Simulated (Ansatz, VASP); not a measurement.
# One calculation of Ta3N, two programs

```
Ta N
1.0
     3.00050    0.00000    0.00000
    -1.50025    2.59851    0.00000
     0.00000    0.00000    7.44993
Ta N
3 1
Direct
  0.00000 0.00000 0.50000
  0.33333 0.66667 0.17259
  0.66667 0.33333 0.82741
  0.00000 0.00000 0.00000
```

Alike in both runs: functional PBEsol; k mesh 18 × 18 × 6; occupations gaussian, width 0.1 eV; no spin polarisation.

Ansatz relaxed the structure, and its values are those at the end. VASP's run is a single point on that final structure, the one shown.

|  | VASP | Ansatz |
| --- | --- | --- |
| version | VASP 6.6.1 | Ansatz 0.2.0 |
| potentials or method | VASP PAW PBE potentials, release 64 (Ta_pv, N), cutoff 520 eV | scalar-relativistic, plane waves, PAW |
| valence electrons in the cell | 38 | 44 |

```csv
,VASP,Ansatz,Ansatz less VASP
gap on the k mesh at the Fermi level (eV),none,none,-
pressure (GPa),0.4,0.0,-0.43
rms of the force components (eV/Å),0.024,0.000,-0.0238
```

VASP's potentials were made for PBE, not for PBEsol. A gap of «none» marks a metal or a gap that the smearing closes. VASP's potentials hold 38 valence electrons a cell and Ansatz's 44, so a difference there can come from the potentials and not from the codes.

Neither program's run includes spin-orbit coupling.
